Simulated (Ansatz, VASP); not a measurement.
## BN in VASP and in Ansatz

POSCAR

```
BN
1.0
   -2.5439665246      0.0000000000      0.0000000000
    0.0000000000      4.4062792734      0.0000000000
    1.2719832623     -2.2031396367     -4.2077449334
B N
4 4
Direct
    0.0001002046      0.6667668712      0.0002004091
    0.5001002046      0.1667668712      0.0002004091
    0.7501002046      0.0834335379      0.5002004091
    0.2501002046      0.5834335379      0.5002004091
    0.1873997954      0.8540664621      0.3747995909
    0.6873997954      0.3540664621      0.3747995909
    0.9373997954      0.2707331288      0.8747995909
    0.4373997954      0.7707331288      0.8747995909
```

Contents of INCAR.step1:

```
SYSTEM = BN
  PREC = Accurate
  ENCUT = 520
  ISMEAR = 0
  SIGMA = 0.05
  LREAL = .FALSE.
  LASPH = .TRUE.
  NELM = 100
  NBANDS = 26
  GGA = PE
  ALGO = Normal
  EDIFF = 1E-4
  LWAVE = .TRUE.
  LCHARG = .FALSE.
```

INCAR.step2

```
SYSTEM = BN
  PREC = Accurate
  ENCUT = 520
  EDIFF = 1E-6
  ISMEAR = 0
  SIGMA = 0.05
  LREAL = .FALSE.
  LASPH = .TRUE.
  NELM = 100
  ALGO = Normal
  ISIF = 2
  LWAVE = .FALSE.
  LCHARG = .FALSE.
  METAGGA = R2SCAN
  LMIXTAU = .TRUE.
  NBANDS = 26
  ISTART = 1
```

The input KPOINTS:

```
regular mesh
0
G
  10 10 10
  0 0 0
```

Input for Ansatz:

```yaml
crystal:
  lattice:
    - [-2.5439665246, 0.0, 0.0]
    - [0.0, 4.4062792734, 0.0]
    - [1.2719832623, -2.2031396367, -4.2077449334]
  atoms:
    - { symbol: B, position: [0.0001002046, 0.6667668712, 0.0002004091] }
    - { symbol: B, position: [0.5001002046, 0.1667668712, 0.0002004091] }
    - { symbol: B, position: [0.7501002046, 0.0834335379, 0.5002004091] }
    - { symbol: B, position: [0.2501002046, 0.5834335379, 0.5002004091] }
    - { symbol: "N", position: [0.1873997954, 0.8540664621, 0.3747995909] }
    - { symbol: "N", position: [0.6873997954, 0.3540664621, 0.3747995909] }
    - { symbol: "N", position: [0.9373997954, 0.2707331288, 0.8747995909] }
    - { symbol: "N", position: [0.4373997954, 0.7707331288, 0.8747995909] }
basis:
  ecutwfc: 500
kpoints:
  mp_grid: { grid: [10, 10, 10] }
hamiltonian:
  xc: r2scan
scf:
  occupations: { method: gaussian, width: 0.05 }
output:
  forces: true
  stress: true
  eigenvalues: true
```

Alike in both runs: task single point; functional r2SCAN; k mesh 10 × 10 × 10; occupations gaussian, width 0.05 eV; no spin polarisation.

```csv
,VASP,Ansatz
version,VASP 6.6.1,Ansatz 0.2.0
potentials or method,"VASP PAW PBE potentials, release 64 (B, N), cutoff 520 eV","scalar-relativistic, plane waves, PAW"
valence electrons in the cell,32,32
```

|  | VASP | Ansatz | Ansatz less VASP |
| --- | --- | --- | --- |
| gap on the k mesh at the Fermi level (eV) | 5.84 | 5.88 | +0.033 |
| least direct gap on the mesh (eV) | 7.09 | 7.11 | +0.015 |
| pressure (GPa) | 1.1 | 0.0 | -1.11 |

VASP's potentials were made for PBE, not for r2SCAN.
